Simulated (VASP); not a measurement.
## Fe: single point with PBEsol

Crystal: Fe.

```
CELL_PARAMETERS angstrom
-1.18970 1.18970 1.96729
1.18970 -1.18970 1.96729
1.18970 1.18970 -1.96729
ATOMIC_POSITIONS crystal
Fe 0.00000 0.00000 0.00000
```

* Program: VASP 6.6.1
* Task: single point
* Functional: PBEsol
* Potentials or basis: VASP PAW PBE potentials, release 64 (Fe)
* Cutoff: 520 eV
* k mesh: 24 × 24 × 24
* Occupations: gaussian, width 0.1 eV
* Spin: collinear spin, ferromagnetic start
* Starting moments: [2.45] μB

```json
{
  "Pressure": "0.1 GPa",
  "Net moment": "2.28 μB per cell",
  "Site moments": "Fe +2.26 μB",
  "Valence electrons inside the program's atomic spheres": "Fe 7.33"
}
```

Stress tensor (GPa, compression positive):
```
-0.06  0.00  0.00
 0.00 -0.06  0.00
 0.00  0.00  0.55
```

Levels at points of the mesh, in eV from the Fermi level:
Spin up:
```
           k point  band 2  band 3  band 4  band 5  band 6  band 7  band 8  band 9
(0.00, 0.00, 0.00)   -3.00   -1.96   -1.96   -1.87   -0.76   22.90   25.06   28.08
(0.50, 0.00, 0.00)   -2.96   -2.08   -0.45   -0.05    0.04    6.94   18.95   24.79
(0.50, 0.50, 0.00)   -4.51   -0.47   -0.39    0.75    4.01   11.42   13.72   14.19
(0.50, 0.50, 0.50)   -4.36   -0.33   -0.05   -0.05    0.49    7.65   17.49   17.49
```
Spin down:
| k point | band 1 | band 2 | band 3 | band 4 | band 5 | band 6 | band 7 | band 8 |
| --- | --- | --- | --- | --- | --- | --- | --- | --- |
| (0.00, 0.00, 0.00) | -8.42 | -1.31 | 0.33 | 0.33 | 0.44 | 2.12 | 22.80 | 25.02 |
| (0.50, 0.00, 0.00) | -3.79 | -1.03 | 0.20 | 0.44 | 2.18 | 2.42 | 8.42 | 19.17 |
| (0.50, 0.50, 0.00) | -3.59 | -2.72 | 2.04 | 2.18 | 2.79 | 4.36 | 12.82 | 14.08 |
| (0.50, 0.50, 0.50) | -3.84 | -2.89 | 0.79 | 2.52 | 2.52 | 2.61 | 9.13 | 18.03 |

Run time: 5.5 min on 1 thread of Intel Xeon 6975P-C (shared host), peak memory 0.36 GiB.

Caveat: the PAW data sets were made with another functional, which shifts forces and pressure a little.
